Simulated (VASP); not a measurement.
# Sn4O7 (a cell with a defect) in VASP: further runs

The runs below take Sn4O7 (a cell with a defect) through single point, with PBE+D3(BJ).

Program: VASP 6.6.1. These are calculated values, not measurements. Logs are shortened: lines on timing, memory, paths and dates and some standing lists are left out, and cuts for length are marked.

## 1. The cell of the first run

The cell holds a defect, 11 atoms: a = 5.692 Å, b = 5.692 Å, c = 5.692 Å, α = 69.33°, β = 69.33°, γ = 69.33°.

## 2. Single point, PBE+D3(BJ)

Contents of INCAR:

```
SYSTEM = Sn4O7
  ALGO = Normal
  EDIFF = 1E-6
  ENCUT = 520
  GGA = PE
  ISIF = 2
  ISMEAR = 0
  IVDW = 12
  KPAR = 4
  LASPH = .True.
  LCHARG = .True.
  LREAL = .False.
  LVHAR = .True.
  LWAVE = .False.
  NBANDS = 60
  NELECT = 96.0
  NELM = 80
  PREC = Accurate
  SIGMA = 0.05
```

Contents of KPOINTS:

```
k-points
0
Gamma
  6 6 6
  0 0 0
```

Contents of POSCAR:

```
Sn4O7
1.0
   -3.2376496260     -1.8692578831      4.2923370236
    3.2376496260     -1.8692578831      4.2923370236
    0.0000000000      3.7385157663      4.2923370236
Sn O
4 7
Direct
    0.5000000000      0.5000000000      0.5000000000
    0.0000000000      0.0000000000      0.5000000000
    0.0000000000      0.5000000000      0.0000000000
    0.5000000000      0.0000000000      0.0000000000
    0.7436146560      0.7436146560      0.2436146560
    0.7436146560      0.2436146560      0.7436146560
    0.2436146560      0.7436146560      0.7436146560
    0.7563853440      0.7563853440      0.7563853440
    0.2563853440      0.2563853440      0.7563853440
    0.2563853440      0.7563853440      0.2563853440
    0.8675416356      0.1599825492      0.2559882339
```

Potentials or basis: VASP PAW PBE potentials, release 64 (Sn_d, O).

On the command line:

```bash
$ cat potpaw_PBE.64/Sn_d/POTCAR potpaw_PBE.64/O/POTCAR > POTCAR
$ mpirun -np 4 vasp_std > vasp.out
```

OUTCAR:

```text
SYSTEM = Sn4O7
   EDIFF = 1E-6
   ENCUT = 520
   GGA = PE
   ISIF = 2
   ISMEAR = 0
   IVDW = 12
   LASPH = .True.
   LREAL = .False.
   NELECT = 96.0
   NELM = 80
   PREC = Accurate
 IVDW          = 12

 ion  position               nearest neighbor table
   1  0.500  0.500  0.500-   6 2.12   7 2.12  10 2.12   9 2.12   5 2.12  11 2.65   2 3.24   2 3.24
                             3 3.24   4 3.24   4 3.24   3 3.24
   2  0.000  0.000  0.500-  11 1.64   7 2.12  10 2.12   6 2.12   8 2.12   1 3.24   1 3.24   3 3.24
                             3 3.24   4 3.24   4 3.24
   3  0.000  0.500  0.000-   5 2.12   8 2.12   9 2.12   7 2.12  11 2.17   4 3.24   4 3.24   2 3.24
                             1 3.24   1 3.24   2 3.24
   4  0.500  0.000  0.000-   5 2.12   8 2.12   9 2.12   6 2.12  10 2.12   3 3.24   3 3.24   1 3.24
                             1 3.24   2 3.24   2 3.24
   5  0.744  0.744  0.244-   3 2.12   4 2.12   1 2.12
   6  0.744  0.244  0.744-   1 2.12   2 2.12   4 2.12
   7  0.244  0.744  0.744-   1 2.12   2 2.12   3 2.12
   8  0.756  0.756  0.756-   3 2.12   4 2.12   2 2.12
   9  0.256  0.256  0.756-   3 2.12   4 2.12   1 2.12
  10  0.256  0.756  0.256-   1 2.12   2 2.12   4 2.12
  11  0.868  0.160  0.256-   2 1.64   3 2.17   1 2.65

  LATTYP: Found a trigonal (rhomboedric) cell.
 ALAT       =     5.6921575223
 COS(alpha) =     0.3529529344

  Lattice vectors:

 A1 = (  -3.2376496260,  -1.8692578831,   4.2923370236)
 A2 = (   3.2376496260,  -1.8692578831,   4.2923370236)
 A3 = (   0.0000000000,   3.7385157663,   4.2923370236)

Analysis of symmetry for initial positions (statically):
=====================================================================
 Subroutine PRICEL returns:
 Original cell was already a primitive cell.

 Routine SETGRP: Setting up the symmetry group for a
 trigonal (rhombohedral) supercell.

 Subroutine GETGRP returns: Found  1 space group operations
 (whereof  1 operations were pure point group operations)
 out of a pool of 12 trial point group operations.

The static configuration has the point symmetry C_1 .

Analysis of symmetry for dynamics (positions and initial velocities):
=====================================================================
 Subroutine PRICEL returns:
 Original cell was already a primitive cell.

 Routine SETGRP: Setting up the symmetry group for a
 trigonal (rhombohedral) supercell.

 Subroutine GETGRP returns: Found  1 space group operations
 (whereof  1 operations were pure point group operations)
 out of a pool of 12 trial point group operations.

The dynamic configuration has the point symmetry C_1 .

 Subroutine INISYM returns: Found  1 space group operations
 (whereof  1 operations are pure point group operations),
 and found     1 'primitive' translations

----------------------------------------------------------------------------------------

                                     Primitive cell

  volume of cell :     155.8634

  direct lattice vectors                    reciprocal lattice vectors
    -3.237649626 -1.869257883  4.292337024    -0.154433017 -0.089161944  0.077657773
     3.237649626 -1.869257883  4.292337024     0.154433017 -0.089161944  0.077657773
     0.000000000  3.738515766  4.292337024     0.000000000  0.178323888  0.077657773

  length of vectors
     5.692157522  5.692157522  5.692157522     0.194499714  0.194499714  0.194499714

  position of ions in fractional coordinates (direct lattice)
     0.500000000  0.500000000  0.500000000
     1.000000000  1.000000000  0.500000000
     1.000000000  0.500000000  1.000000000
     0.500000000  1.000000000  1.000000000
     0.743614656  0.743614656  0.243614656
     0.743614656  0.243614656  0.743614656
     0.243614656  0.743614656  0.743614656
     0.756385344  0.756385344  0.756385344
     0.256385344  0.256385344  0.756385344
     0.256385344  0.756385344  0.256385344
     0.867541636  0.159982549  0.255988234

  ion indices of the primitive-cell ions
   primitive index   ion index
                 1           1
                 2           2
                 3           3
                 4           4
                 5           5
                 6           6
                 7           7
                 8           8
                 9           9
                10          10
                11          11

----------------------------------------------------------------------------------------

 KPOINTS: k-points

Automatic generation of k-mesh.
 Grid dimensions read from file:
 generate k-points for:    6    6    6

 Generating k-lattice:

  Cartesian coordinates                     Fractional coordinates (reciprocal lattice)
    -0.025738836 -0.014860324  0.012942962     0.166666667 -0.000000000 -0.000000000
     0.025738836 -0.014860324  0.012942962    -0.000000000  0.166666667 -0.000000000
     0.000000000  0.029720648  0.012942962     0.000000000  0.000000000  0.166666667

  Length of vectors
     0.032416619  0.032416619  0.032416619

  Shift w.r.t. Gamma in fractional coordinates (k-lattice)
     0.000000000  0.000000000  0.000000000

 Subroutine IBZKPT returns following result:
 ===========================================

 Found    112 irreducible k-points:

 Following reciprocal coordinates:
            Coordinates               Weight
  0.000000  0.000000  0.000000      1.000000
  0.166667  0.000000  0.000000      2.000000
  0.000000  0.166667  0.000000      2.000000
  0.000000  0.000000  0.166667      2.000000
  0.333333  0.000000  0.000000      2.000000
  0.000000  0.333333  0.000000      2.000000
[... 16 lines left out ...]
 -0.166667  0.500000  0.000000      2.000000
  0.166667  0.000000  0.500000      2.000000
 [... further k-points ...]
   k-points           NKPTS =    112   k-points in BZ     NKDIM =    112   number of bands    NBANDS=     60
   number of dos      NEDOS =    301   number of ions     NIONS =     11
   total plane-waves  NPLWV =  74088
   dimension x,y,z NGX =    42 NGY =   42 NGZ =   42
   dimension x,y,z NGXF=    84 NGYF=   84 NGZF=   84
   ions per type =               4   7
   NGX,Y,Z   is equivalent  to a cutoff of  12.27, 12.27, 12.27 a.u.
   NGXF,Y,Z  is equivalent  to a cutoff of  24.53, 24.53, 24.53 a.u.
 SYSTEM =  Sn4O7
   PREC   = accura    normal or accurate (medium, high low for compatibility)
   ISTART =      0    job   : 0-new  1-cont  2-samecut
   ICHARG =      2    charge: 1-file 2-atom 10-const
   ISPIN  =      1    spin polarized calculation?
   LNONCOLLINEAR =      F non collinear calculations
   LSORBIT =      F    spin-orbit coupling
   LASPH  =      T    aspherical Exc in radial PAW
   ENCUT  =  520.0 eV  38.22 Ry    6.18 a.u.  10.58 10.58 10.58*2*pi/ulx,y,z
   NELM   =     80;   NELMIN=  2; NELMDL= -5     # of ELM steps
   EDIFF  = 0.1E-05   stopping-criterion for ELM
   LREAL  =      F    real-space projection
   EDIFFG = 0.1E-04   stopping-criterion for IOM
   NSW    =      0    number of steps for IOM
   IBRION =     -1    ionic relax: 0-MD 1-quasi-New 2-CG
   NFREE  =      0    steps in history (QN), initial steepest desc. (CG)
   ISIF   =      2    stress and relaxation
   ISYM   =      2    0-nonsym 1-usesym 2-fastsym
   POTIM  = 0.5000    time-step for ionic-motion
   TEBEG  =    0.0;   TEEND  =   0.0 temperature during run
   PSTRESS=    0.0 pullay stress
   NELECT =      96.0000    total number of electrons
   NUPDOWN=      -1.0000    fix difference up-down
   EMIN   =  10.00;   EMAX   =-10.00  energy-range for DOS
   EFERMI =   0.00;   METHOD = LEGACY
   ISMEAR =     0;   SIGMA  =   0.05  broadening in eV -4-tet -1-fermi 0-gaus
   EFERMI_NEDOS =   21; number of points for ismear=-14 and -15
   IALGO  =     38    algorithm
   IMIX   =      4    mixing-type and parameters
     AMIX     =   0.40;   BMIX     =  1.00
     AMIX_MAG =   1.60;   BMIX_MAG =  1.00
  volume/ion in A,a.u.               =      14.17        95.62
  Fermi-wavevector in a.u.,A,eV,Ry     =   1.392891  2.632183 26.397288  1.940146
  Thomas-Fermi vector in A             =   2.516590
   LORBIT       =      0    0 simple, 1 ext, 2 COOP (PROOUT), +10 PAW based schemes
   GGA     = PE    functional components
   LHFCALC =     F    Hartree Fock is set to
   AEXX    =    0.0000 exact exchange contribution
   IVDW    =    12    specifies the selected vdW correction
   LEPSILON=     F    determine dielectric tensor
   LRPA    =     F    only Hartree local field effects (RPA)
 non-spin polarized calculation
 Gauss-broadening in eV      SIGMA  =   0.05
  energy-cutoff  :      520.00
  volume of cell :      155.86
 maximum number of plane-waves:      4214
   NGX = 21   NGY = 21   NGZ = 21

 number of electron      96.0000001 magnetization

 Free energy of the ion-electron system (eV)
  ---------------------------------------------------
  ext. energy  EPLUGINS =         0.00000000
  ---------------------------------------------------
  free energy    TOTEN  =       -72.98006006 eV

  energy without entropy =      -72.97969397  energy(sigma->0) =      -72.97987701

 E-fermi :   4.8455     XC(G=0): -10.1523

 val. band max:        4.7836080056   @ k =   0.0000  -0.1667   0.1667
 cond. band min:       4.8648958888   @ k =   0.0000   0.0000   0.0000
 fundamental gap:      0.0812878832
 Fermi energy:         4.8455250203

 k-point     1 :       0.0000    0.0000    0.0000
  band No.  band energies     occupation
      1     -17.4257      2.00000
      2     -16.3328      2.00000
      3     -16.1137      2.00000
      4     -15.8224      2.00000
      5     -15.6430      2.00000
      6     -15.5772      2.00000
[... 52 lines left out ...]
     59      13.7265      0.00000
     60      14.7889      0.00000

 k-point     2 :       0.1667    0.0000    0.0000
  band No.  band energies     occupation
      1     -17.4220      2.00000
      2     -16.2918      2.00000
      3     -16.0867      2.00000
      4     -15.8132      2.00000
      5     -15.6400      2.00000
      6     -15.5787      2.00000
[... 1383 lines left out ...]
      4     -15.8402      2.00000
      5     -15.7708      2.00000
      6     -15.6529      2.00000
[... 52 lines left out ...]
     59      13.6803      0.00000
     60      14.2092      0.00000

 [... further k-points ...]

------------------------ aborting loop because EDIFF is reached ----------------------------------------

 Edisp (eV)   -2.20715

 E8    (eV) :    -0.8929

  FORCE on cell =-STRESS in cart. coord.  units (eV):
  Direction    XX          YY          ZZ          XY          YZ          ZX
  --------------------------------------------------------------------------------------
  -------------------------------------------------------------------------------------
  Total     -10.64958   -13.05462   -20.57295    -4.98448     8.54756    -8.92888
  in kB    -109.47097  -134.19328  -211.47698   -51.23728    87.86357   -91.78327
  external pressure =     -151.71 kB  Pullay stress =        0.00 kB

 VOLUME and BASIS-vectors are now :
 -----------------------------------------------------------------------------
  energy-cutoff  :      520.00
  volume of cell :      155.86
      direct lattice vectors                 reciprocal lattice vectors
    -3.237649626 -1.869257883  4.292337024    -0.154433017 -0.089161944  0.077657773
     3.237649626 -1.869257883  4.292337024     0.154433017 -0.089161944  0.077657773
     0.000000000  3.738515766  4.292337024     0.000000000  0.178323888  0.077657773

 POSITION                                       TOTAL-FORCE (eV/Angst)
 -----------------------------------------------------------------------------------
      0.00000      0.00000      6.43851         0.476799      0.408193      1.685873
      0.00000      1.86926      2.14617        -9.031347     11.409453      7.151704
      1.61882     -0.93463      2.14617         2.021326     -1.616472     -1.445466
     -1.61882     -0.93463      2.14617        -2.427325     -1.453829     -2.067144
      0.00000     -1.86926      7.42937        -0.847518      0.681563     -0.256384
     -1.61882      0.93463      7.42937         0.690888     -0.039093      0.169506
      1.61882      0.93463      7.42937        -0.085381     -0.130248      0.209372
      0.00000      0.00000      9.73998        -0.104921      0.580870      0.243212
      0.00000      1.86926      5.44765        -0.121676      0.729261      0.354920
      1.61882     -0.93463      5.44765        -0.798625     -0.670946      0.356903
     -2.29083     -0.96369      5.50927        10.227780     -9.898752     -6.402496
 -----------------------------------------------------------------------------------
    total drift:                                0.000182      0.000142     -0.000196

  FREE ENERGIE OF THE ION-ELECTRON SYSTEM (eV)
  ---------------------------------------------------
  free  energy   TOTEN  =       -75.1872082996 eV

  energy  without entropy=      -75.1868422045  energy(sigma->0) =      -75.18702525
```

Wall time 10 min (4 MPI ranks of Intel Xeon Platinum 8259CL at 2.50GHz (Skylake/Cascade Lake), shared host); peak memory 0.76 GiB.

What came out:

```yaml
Free_energy: -75.1872 eV
Largest_force: 16.214 eV/Å
Dispersion_energy_per_atom: -0.201 eV
```

Forces on the atoms (eV/Å):
```
Sn   0.477  0.408  1.686
Sn  -9.031 11.409  7.152
Sn   2.021 -1.616 -1.445
Sn  -2.427 -1.454 -2.067
O   -0.848  0.682 -0.256
O    0.691 -0.039  0.170
O   -0.085 -0.130  0.209
O   -0.105  0.581  0.243
O   -0.122  0.729  0.355
O   -0.799 -0.671  0.357
O   10.228 -9.899 -6.402
```

Caveat: the cell carries a net charge on a neutralising background, which shifts energy and pressure; the cell differs from its parent crystal (atoms taken out, atom 11 moved 0.167 of the way to it and -0.500 Å across, host rigid); the cell is charged against a uniform background, so pressure and absolute levels hang on convention; spin-orbit coupling is left out, which moves the levels of the heavy elements.

## 3. Single point, PBE+D3(BJ)

Contents of INCAR:

```
  PREC = Accurate
  ENCUT = 520
  EDIFF = 1E-6
  ISMEAR = 0
  SIGMA = 0.05
  LREAL = F
  LASPH = T
  NELM = 100
  ALGO = Normal
  ISIF = 2
  LWAVE = F
  LCHARG = F
  GGA = PE
  IVDW = 12
  NELECT = 96.0
  NBANDS = 60
  KPAR = 4
```

Contents of KPOINTS:

```
regular mesh
0
Gamma
  6 6 6
```

POSCAR: that of step 2 with these lines changed.

```diff
@@ -18,2 +18,2 @@
     0.2563853440      0.7563853440      0.2563853440
-    0.8675416356      0.1599825492      0.2559882339
+    0.6452290524      0.3527881388      0.2567824541
```

Potentials or basis: VASP PAW PBE potentials, release 64 (Sn_d, O).

On the command line:

```bash
$ cat potpaw_PBE.64/Sn_d/POTCAR potpaw_PBE.64/O/POTCAR > POTCAR
$ mpirun -np 4 vasp_std > vasp.out
```

Run time: 7.8 min. Hardware: 4 MPI ranks of Intel Xeon Platinum 8375C at 2.90GHz (Ice Lake), shared host; peak memory 0.77 GiB.

The run converged. Its results:

- Free energy: -74.3711 eV
- Largest force: 14.121 eV/Å
- Dispersion energy per atom: -0.201 eV

Forces on the atoms (eV/Å):
```
Sn   6.667  6.442  8.573
Sn  -0.062  2.694 -1.044
Sn   2.661 -0.915 -1.367
Sn  -2.255 -1.155 -1.205
O    0.255 -0.691  1.478
O   -0.407 -0.425  0.242
O   -0.094 -0.099  0.147
O    0.060 -0.330  0.204
O    0.198  2.065  0.493
O    2.499 -0.849  0.438
O   -9.521 -6.737 -7.960
```

Levels at points of the mesh, in eV from the Fermi level:
```
           k point  band 45  band 46  band 47  band 48  band 49  band 50  band 51  band 52
(0.00, 0.00, 0.00)    -0.74    -0.61    -0.33    -0.08     0.10     2.74     3.23     3.98
(0.50, 0.00, 0.00)    -0.65    -0.42    -0.24    -0.06     0.60     2.05     3.11     5.30
(0.00, 0.50, 0.00)    -0.73    -0.51    -0.30    -0.03     0.57     1.91     3.15     5.46
(0.00, 0.00, 0.50)    -0.72    -0.49    -0.13    -0.06     0.33     1.76     3.33     5.18
(0.50, 0.50, 0.00)    -0.90    -0.70    -0.34    -0.21     0.57     2.08     3.20     5.62
(0.50, 0.00, 0.50)    -0.89    -0.65    -0.34    -0.09     0.86     2.10     3.04     5.42
(0.00, 0.50, 0.50)    -0.95    -0.77    -0.37    -0.22     0.87     2.19     2.88     5.50
(0.50, 0.50, 0.50)    -1.20    -1.01    -0.93    -0.54     0.28     2.78     3.24     4.59
```

Caveat: the cell carries a net charge on a neutralising background, which shifts energy and pressure; the cell differs from its parent crystal (atoms taken out, atom 11 moved -0.167 of the way to it and +0.500 Å across, host rigid); the cell is charged against a uniform background, so pressure and absolute levels hang on convention; spin-orbit coupling is left out, which moves the levels of the heavy elements.

## 4. Single point, PBE+D3(BJ)

Contents of INCAR:

```
SYSTEM = Sn4O7
ALGO = Normal ; EDIFF = 1E-7
ENCUT = 520 ; GGA = PE
ISIF = 2 ; ISMEAR = 0
IVDW = 12 ; KPAR = 4
LASPH = .TRUE. ; LCHARG = .FALSE.
LREAL = .FALSE. ; LWAVE = .FALSE.
NBANDS = 60 ; NELECT = 96.0
NELM = 100 ; PREC = Accurate
SIGMA = 0.05
```

Contents of KPOINTS:

```
k-points
0
G
  6 6 6
  0 0 0
```

POSCAR: that of step 3 with these lines changed.

```diff
@@ -18,2 +18,2 @@
     0.2563853440      0.7563853440      0.2563853440
-    0.6452290524      0.3527881388      0.2567824541
+    1.0199547812      0.1871570042      0.2511543936
```

On the command line:

```bash
$ cat potpaw_PBE.64/Sn_d/POTCAR potpaw_PBE.64/O/POTCAR > POTCAR
$ mpirun -np 4 vasp_std > vasp.out
```

Wall time 9.5 min (4 MPI ranks of Oxide Virtual Turin-like, shared host); peak memory 0.76 GiB.

The run converged. Its results:

- Free energy: -70.3968 eV
- Largest force: 39.816 eV/Å
- Dispersion energy per atom: -0.200 eV

Forces on the atoms (eV/Å):
```
Sn    2.252   1.226   1.984
Sn  -15.567  36.380   4.410
Sn    3.633  -5.771   0.201
Sn   -1.727  -0.958  -2.643
O    -0.540   0.556  -0.116
O     0.767  -0.053  -0.025
O    -0.211   0.085  -0.002
O     0.044   0.237   0.038
O    -0.472  -0.035   0.178
O    -1.933  -0.375  -0.194
O    13.753 -31.293  -3.831
```

Levels at points of the mesh, in eV from the Fermi level:
| k point | band 45 | band 46 | band 47 | band 48 | band 49 | band 50 | band 51 | band 52 |
| --- | --- | --- | --- | --- | --- | --- | --- | --- |
| (0.00, 0.00, 0.00) | -0.89 | -0.63 | -0.54 | -0.05 | 0.03 | 2.82 | 3.66 | 5.04 |
| (0.50, 0.00, 0.00) | -0.93 | -0.79 | -0.39 | -0.27 | 1.66 | 2.62 | 3.33 | 5.37 |
| (0.00, 0.50, 0.00) | -0.85 | -0.83 | -0.57 | -0.11 | 1.72 | 2.43 | 3.80 | 5.04 |
| (0.00, 0.00, 0.50) | -0.84 | -0.81 | -0.61 | -0.12 | 1.66 | 2.40 | 3.91 | 4.87 |
| (0.50, 0.50, 0.00) | -1.42 | -1.29 | -0.57 | -0.39 | 2.23 | 2.41 | 4.06 | 4.78 |
| (0.50, 0.00, 0.50) | -1.43 | -1.26 | -0.50 | -0.48 | 2.30 | 2.42 | 3.91 | 4.87 |
| (0.00, 0.50, 0.50) | -1.34 | -1.04 | -0.67 | -0.20 | 1.94 | 2.40 | 3.63 | 5.48 |
| (0.50, 0.50, 0.50) | -1.45 | -1.37 | -1.21 | -1.16 | 1.55 | 2.67 | 3.96 | 4.95 |

Caveat: the cell carries a net charge on a neutralising background, which shifts energy and pressure; the cell differs from its parent crystal (atoms taken out, atom 11 moved 0.500 of the way to it and -0.333 Å across, host rigid); the cell is charged against a uniform background, so pressure and absolute levels hang on convention; spin-orbit coupling is left out, which moves the levels of the heavy elements.
